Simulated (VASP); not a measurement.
## Al2GaSb3: single point with PBE

Al2GaSb3:

```
Al Ga Sb
1.0
    -2.19996    2.19996    9.32994
     2.19996   -2.19996    9.32994
     2.19996    2.19996   -9.32994
Al Ga Sb
2 1 3
Cartesian
  0.0000 0.0000 12.4363
  0.0000 0.0000 6.2236
  0.0000 0.0000 0.0000
  2.2000 0.0000 4.6650
  0.0000 2.2000 7.7768
  0.0000 2.2000 1.5531
```

- Program: VASP 6.6.1
- Task: single point
- Functional: PBE
- Potentials or basis: VASP PAW PBE potentials, release 64 (Al, Ga_d, Sb)
- Cutoff: 520 eV
- k mesh: 6 × 6 × 6
- Occupations: gaussian, width 0.1 eV
- Spin: no spin polarisation

* Pressure: 0.1 GPa
* Largest force: 0.010 eV/Å
* Band gap on the k mesh: 0.60 eV

Forces on the atoms (eV/Å):
```
Al   0.000  0.000  0.000
Al   0.000  0.000  0.000
Ga   0.000  0.000  0.000
Sb   0.000  0.000  0.000
Sb   0.000  0.000  0.010
Sb   0.000  0.000 -0.010
```

Stress tensor (GPa, compression positive):
```
0.19 0.00 0.00
0.00 0.19 0.00
0.00 0.00 0.04
```

Levels at points of the mesh, in eV from the valence-band top:
```
           k point  band 15  band 16  band 17  band 18  band 19  band 20
(0.00, 0.00, 0.00)    -0.01     0.00     0.00     0.60     1.30     1.42
(0.50, 0.00, 0.00)    -0.99    -0.94    -0.91     0.86     2.07     2.23
(0.50, 0.50, 0.00)    -2.60    -2.20    -2.20     1.24     1.30     2.67
(0.50, 0.50, 0.50)    -0.91    -0.78    -0.78     1.22     1.29     1.87
```

Run time: 19 min on 1 thread of Intel Xeon 8259CL, on a shared host, peak memory 0.99 GiB.

Caveat: semilocal functionals underestimate gaps, and a narrow one can read as zero; spin-orbit coupling is left out, which moves the levels of the heavy elements. A k mesh can miss the band edges.
